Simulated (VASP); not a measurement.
Ir, 2 atoms in the cell. It takes space group P6_3/mmc (No. 194, hexagonal). The conventional cell has a = 2.651 Å, b = 2.651 Å, c = 4.620 Å, α = 90.00°, β = 90.00°, γ = 120.00°. Within 3.5 Å of Ir (site symmetry -6m2) lie 12 Ir at 2.65 to 2.77 Å. 

| Item | Value |
| --- | --- |
| Program | VASP 6.6.1 |
| Task | single point |
| Functional | LDA |
| Potentials or basis | VASP PAW LDA potentials, release 64 (Ir) |
| Cutoff | 500 eV |
| k mesh | 18 × 18 × 10 |
| Occupations | gaussian, width 0.15 eV |
| Spin | no spin polarisation |
| Dipole correction | no |
| Further INCAR settings | ALGO = Normal; EDIFF = 1e-06; NBANDS = 16 |

Potentials or basis: VASP PAW LDA potentials, release 64 (Ir).

The run is started by

```sh
$ cat potpaw_LDA.64/Ir/POTCAR > POTCAR
$ mpirun -np 1 vasp_std > vasp.out
```

Hardware: 1 thread of Intel(R) Xeon(R) Platinum 8488C (Sapphire Rapids), with other jobs on the host.

Q: Estimate the wall time of this run.

A: Run time: 45 s on 1 thread of Intel(R) Xeon(R) Platinum 8488C (Sapphire Rapids) (shared host), peak memory 0.19 GiB. Counts: scf iterations 12, k points 222.
